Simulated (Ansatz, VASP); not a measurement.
Two plane-wave programs on Ti

File POSCAR:

```
Ti
1.0
    4.9014138120      0.0000000000      0.0000000000
   -2.4507069061      4.2447488757      0.0000000000
    0.0000000000      0.0000000000      8.1118546608
Ti
4
Direct
    0.3333333333      0.6666666667      0.0630908783
    0.6666666667      0.3333333333      0.5630908783
    0.3333333333      0.6666666667      0.4369091217
    0.6666666667      0.3333333333      0.9369091217
```

Contents of INCAR.step1:

```
SYSTEM = Ti
PREC = Accurate ; ENCUT = 520
ISMEAR = 0 ; SIGMA = 0.1
LREAL = .FALSE. ; LASPH = .TRUE.
NELM = 100 ; NBANDS = 32
GGA = PE ; ALGO = Normal
EDIFF = 1E-4 ; LWAVE = .TRUE.
LCHARG = .FALSE.
```

INCAR.step2

```
SYSTEM = Ti
PREC = Accurate ; ENCUT = 520
EDIFF = 1E-7 ; ISMEAR = 0
SIGMA = 0.1 ; LREAL = .FALSE.
LASPH = .TRUE. ; NELM = 100
ALGO = Normal ; ISIF = 2
LWAVE = .FALSE. ; LCHARG = .FALSE.
METAGGA = R2SCAN ; LMIXTAU = .TRUE.
NBANDS = 32 ; ISTART = 1
```

File KPOINTS:

```
Automatic mesh
0
G
  6 6 2
  0 0 0
```

Input for Ansatz:

```yaml
crystal:
  lattice:
    - [4.901413812, 0.0, 0.0]
    - [-2.4507069061, 4.2447488757, 0.0]
    - [0.0, 0.0, 8.1118546608]
  atoms:
    - { symbol: Ti, position: [0.3333333333, 0.6666666667, 0.0630908783] }
    - { symbol: Ti, position: [0.6666666667, 0.3333333333, 0.5630908783] }
    - { symbol: Ti, position: [0.3333333333, 0.6666666667, 0.4369091217] }
    - { symbol: Ti, position: [0.6666666667, 0.3333333333, 0.9369091217] }
basis:
  ecutwfc: 500
kpoints:
  mp_grid: { grid: [6, 6, 2] }
hamiltonian:
  xc: r2scan
scf:
  occupations: { method: gaussian, width: 0.1 }
output:
  forces: true
  stress: true
  eigenvalues: true
```

Alike in both runs: task single point; functional r2SCAN; k mesh 6 × 6 × 2; occupations gaussian, width 0.1 eV; no spin polarisation.

|  | VASP | Ansatz |
| --- | --- | --- |
| version | VASP 6.6.1 | Ansatz 0.2.0 |
| potentials or method | VASP PAW PBE potentials, release 64 (Ti_sv), cutoff 520 eV | scalar-relativistic, plane waves, PAW |
| valence electrons in the cell | 48 | 48 |

|  | VASP | Ansatz | Ansatz less VASP |
| --- | --- | --- | --- |
| gap on the k mesh at the Fermi level (eV) | none | none | - |
| pressure (GPa) | -6.8 | -6.8 | -0.03 |
| traceless stress, the component that is largest in VASP (GPa) | 0.30 | 0.30 | +0.001 |
| rms of the force components (eV/Å) | 0.054 | 0.054 | +0.0003 |

VASP's potentials were made for PBE, not for r2SCAN. Atom by atom the forces differ by 0.000 eV/Å (rms over components). A gap of «none» marks a metal or a gap that the smearing closes. With one functional, cell and mesh, what is left measures potentials, basis and numerics.

The k mesh is coarse, so the values compare programs but aren't converged.
